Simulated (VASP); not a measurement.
Here is a VASP 6.6.1 calculation.

The input INCAR:

```
PREC = Accurate
ENCUT = 600
EDIFF = 1E-6
ISMEAR = -1
SIGMA = 0.1
LREAL = False
LASPH = True
NELM = 80
ALGO = Normal
ISIF = 3
LWAVE = False
LCHARG = False
GGA = PS
IBRION = 2
NSW = 100
EDIFFG = -0.002
PSTRESS = 70.0
```

Contents of KPOINTS:

```
Automatic mesh
0
Gamma
  18 18 18
```

File POSCAR:

```
HfC
1.0
    0.0000000000      2.3036722454      2.3036722454
    2.3036722454      0.0000000000      2.3036722454
    2.3036722454      2.3036722454      0.0000000000
Hf C
1 1
Direct
    0.5000000000      0.5000000000      0.5000000000
    0.0000000000      0.0000000000      0.0000000000
```

Potentials or basis: VASP PAW PBE potentials, release 64 (Hf_pv, C).

The run is started by

```bash
$ cat potpaw_PBE.64/Hf_pv/POTCAR potpaw_PBE.64/C/POTCAR > POTCAR
$ mpirun -np 1 vasp_std > vasp.out
```

Question: Predict the relaxed cell.

Answer: a = 3.228 Å, b = 3.228 Å, c = 3.228 Å, α = 60.00°, β = 60.00°, γ = 60.00°.

Question: Estimate the band gap on the k mesh.

Answer: Zero (band 7 reaches 7.30 eV, above the bottom of band 8 at 5.82 eV).

Question: Predict the relaxed volume.

Answer: 11.89 Å³/atom.

Step by step:
```csv
step,energy change (eV),largest force (eV/Å),pressure (GPa),volume (Å³)
1,0.0000,0.0000,-0.44,24.45
2,0.1363,0.0000,24.47,22.50
3,0.0129,0.0000,6.87,23.79
4,0.0134,0.0000,7.02,23.78
```

Caveat: the cell is relaxed towards a set pressure, so the enthalpy falls and the energy may rise; the PAW data sets were made with another functional, which shifts forces and pressure a little; spin-orbit coupling is left out, which moves the levels of the heavy elements.
